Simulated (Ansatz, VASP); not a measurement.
**MgO2 in VASP and in Ansatz**

INCAR

```
PREC = Accurate
ENCUT = 520
EDIFF = 1E-6
ISMEAR = 0
SIGMA = 0.05
LREAL = False
LASPH = True
NELM = 60
ALGO = Normal
ISIF = 2
LWAVE = False
LCHARG = False
GGA = PS
NBANDS = 14
```

KPOINTS

```
regular mesh
0
Gamma
  12 12 12
```

Contents of POSCAR:

```
MgO2
1.0
    1.5245229652      0.8801837444      3.3192799312
   -1.5245229652      0.8801837444      3.3192799312
    0.0000000000     -1.7603674887      3.3192799312
Mg O
1 2
Direct
    0.0000000000      0.0000000000      0.0000000000
    0.4287860000      0.4287860000      0.4287860000
    0.5712140000      0.5712140000      0.5712140000
```

Input for Ansatz:

```yaml
crystal:
  lattice:
    - [1.5245229652, 0.8801837444, 3.3192799312]
    - [-1.5245229652, 0.8801837444, 3.3192799312]
    - [0.0, -1.7603674887, 3.3192799312]
  atoms:
    - { symbol: Mg, position: [0.0, 0.0, 0.0] }
    - { symbol: O, position: [0.428786, 0.428786, 0.428786] }
    - { symbol: O, position: [0.571214, 0.571214, 0.571214] }
basis:
  ecutwfc: 420
kpoints:
  mp_grid: { grid: [12, 12, 12] }
hamiltonian:
  xc: pbesol
scf:
  occupations: { method: gaussian, width: 0.05 }
output:
  forces: true
  stress: true
  eigenvalues: true
```

Change from the starting cell: strain -0.050 along x and y, -0.050 along z, atoms carried along.

Alike in both runs: task single point; functional PBEsol; k mesh 12 × 12 × 12; occupations gaussian, width 0.05 eV; no spin polarisation.

|  | VASP | Ansatz |
| --- | --- | --- |
| version | VASP 6.6.1 | Ansatz 0.2.0 |
| potentials or method | VASP PAW PBE potentials, release 64 (Mg, O), cutoff 520 eV | scalar-relativistic, plane waves, PAW |
| valence electrons in the cell | 14 | 22 |

|  | VASP | Ansatz | Ansatz less VASP |
| --- | --- | --- | --- |
| gap on the k mesh at the Fermi level (eV) | 3.22 | 3.25 | +0.034 |
| least direct gap on the mesh (eV) | 3.22 | 3.25 | +0.034 |
| pressure (GPa) | 21.1 | 20.9 | -0.23 |
| traceless stress, the component that is largest in VASP (GPa) | 9.97 | 8.39 | -1.576 |
| rms of the force components (eV/Å) | 0.368 | 0.252 | -0.1168 |

VASP's potentials were made for PBE, not for PBEsol. Atom by atom the forces differ by 0.117 eV/Å (rms over components). VASP's potentials hold 14 valence electrons a cell and Ansatz's 22, so a difference there can come from the potentials and not from the codes.
